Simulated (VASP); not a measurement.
**Mg2As: relaxation of cell and atoms with PBE**

Mg2As:

```
CELL_PARAMETERS angstrom
4.51504 0.00000 0.00000
0.00000 4.51504 0.00000
0.00000 0.00000 6.49993
ATOMIC_POSITIONS crystal
Mg 0.00000 0.50000 0.20300
Mg 0.00000 0.50000 0.70300
Mg 0.50000 0.00000 0.29700
Mg 0.50000 0.00000 0.79700
As 0.00000 0.00000 0.00000
As 0.50000 0.50000 0.50000
```

```yaml
Program: VASP 6.6.1
Task: relaxation of cell and atoms
Functional: PBE
Potentials_or_basis: VASP PAW PBE potentials, release 64 (Mg, As)
Cutoff: 600 eV
k_mesh: 4 × 4 × 4
Occupations: gaussian, width 0.1 eV
Spin: no spin polarisation
Dipole_correction: no
Further_INCAR_settings: ALGO = Normal; EDIFF = 1e-06; IBRION = 2; EDIFFG = -0.04; NSW = 90; ISIF = 3
```

* Relaxed volume: 23.27 Å³/atom
* Relaxed cell: a = 4.746 Å, b = 4.746 Å, c = 6.201 Å, α = 90.00°, β = 90.00°, γ = 90.00°
* Space group after relaxing (to 0.1 Å): I4/mmm (No. 139)
* Energy gained by relaxing: 58.0 meV/atom
* Ionic steps: 13
* Pressure after relaxing: 0.1 GPa
* Largest force after relaxing: 0.016 eV/Å
* Band gap on the k mesh: zero (bands 9 and 10 overlap by 2.54 eV)

Forces in eV/Å, atoms in the order of the input:
```
Mg   0.000  0.000  0.016
Mg   0.000  0.000  0.016
Mg   0.000  0.000 -0.016
Mg   0.000  0.000 -0.016
As   0.000  0.000  0.000
As   0.000  0.000  0.000
```

Step by step:
```
step  energy change (eV)  largest force (eV/Å)  pressure (GPa)  volume (Å³)
   1              0.0000                0.4241            2.78       132.51
   2             -0.1253                0.3075            0.26       139.96
   3             -0.1442                0.2493           -0.93       144.87
   4             -0.1942                0.2451           -0.62       143.76
   5             -0.2531                0.2289           -0.02       141.52
   6             -0.1288                0.1676            1.56       136.53
   7             -0.2541                0.2275            0.20       140.78
   8             -0.2542                0.2254            0.26       140.57
   9             -0.2799                0.1844           -0.05       141.23
  10             -0.3201                0.0716           -0.85       143.23
  11             -0.3423                0.0423            0.05       140.10
  12             -0.3440                0.0308            0.38       139.01
  13             -0.3478                0.0155            0.14       139.64
```

Final structure:
```cif
data_structure
_symmetry_space_group_name_H-M 'P 1'
_symmetry_Int_Tables_number 1
_cell_length_a 4.7457
_cell_length_b 4.7457
_cell_length_c 6.2006
_cell_angle_alpha 90.000
_cell_angle_beta 90.000
_cell_angle_gamma 90.000
_cell_volume 139.64
loop_
_atom_site_label
_atom_site_type_symbol
_atom_site_fract_x
_atom_site_fract_y
_atom_site_fract_z
_atom_site_occupancy
Mg1 Mg 0.00000 0.50000 0.24781 1
Mg2 Mg 0.00000 0.50000 0.74781 1
Mg3 Mg 0.50000 0.00000 0.25219 1
Mg4 Mg 0.50000 0.00000 0.75219 1
As1 As 0.00000 0.00000 0.00000 1
As2 As 0.50000 0.50000 0.50000 1
```

Levels at points of the mesh, in eV from the Fermi level:
```tsv
k point	band 7	band 8	band 9	band 10	band 11	band 12
(0.00, 0.00, 0.00)	-2.28	-2.06	-1.76	-1.01	-0.97	1.53
(0.50, 0.00, 0.00)	-2.97	-2.97	0.14	0.14	2.10	2.10
(0.50, 0.50, 0.00)	-3.44	-3.44	-0.77	-0.77	-0.21	-0.21
(0.00, 0.00, 0.50)	-3.21	-3.21	-0.08	-0.08	0.40	0.40
(0.50, 0.00, 0.50)	-2.53	-2.53	-0.90	-0.90	1.55	1.55
(0.50, 0.50, 0.50)	-3.98	-3.98	1.53	1.53	2.67	2.67
```

It took 3.1 min on 1 thread of AMD EPYC 9R45 96-Core Processor (Zen 5) (shared host), peak memory 0.24 GiB.
